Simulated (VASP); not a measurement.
Input of a VASP 6.6.1 run:

Contents of INCAR:

```
SYSTEM = TiB2
  PREC = Accurate
  ENCUT = 600
  EDIFF = 1E-7
  ISMEAR = -1
  SIGMA = 0.05
  LREAL = .FALSE.
  LASPH = .TRUE.
  NELM = 80
  ALGO = Normal
  ISIF = 3
  LWAVE = .FALSE.
  LCHARG = .FALSE.
  GGA = RE
  IVDW = 13
  IBRION = 2
  NSW = 60
  EDIFFG = -0.01
```

Contents of KPOINTS:

```
Automatic mesh
0
G
  10 10 8
  0 0 0
```

Contents of POSCAR:

```
TiB2
1.0
    3.0292000000      0.0000000000      0.0000000000
   -1.5146000000      2.6233641531      0.0000000000
    0.0000000000      0.0000000000      3.2284000000
Ti B
1 2
Direct
    0.0000000000      0.0000000000      0.0000000000
    0.6666666667      0.3333333333      0.5000000000
    0.3333333333      0.6666666667      0.5000000000
```

Potentials or basis: VASP PAW PBE potentials, release 64 (Ti_sv, B).

Launch:

```sh
$ cat potpaw_PBE.64/Ti_sv/POTCAR potpaw_PBE.64/B/POTCAR > POTCAR
$ mpirun -np 1 vasp_std > vasp.out
```

Q: What does it give for the dispersion energy per atom?

A: -0.694 eV.

Q: Estimate the band gap on the k mesh.

A: Zero (bands 9 and 10 overlap by 0.88 eV).

Q: What does it give for the relaxed cell?

A: a = 3.000 Å, b = 3.000 Å, c = 3.138 Å, α = 90.00°, β = 90.00°, γ = 120.00°.

Q: Estimate the relaxed volume.

A: 8.15 Å³/atom.

Stress tensor (GPa, compression positive):
```
-0.12  0.00  0.00
 0.00 -0.12  0.00
 0.00  0.00  0.15
```

Caveat: the PAW data sets were made with another functional, which shifts forces and pressure a little.
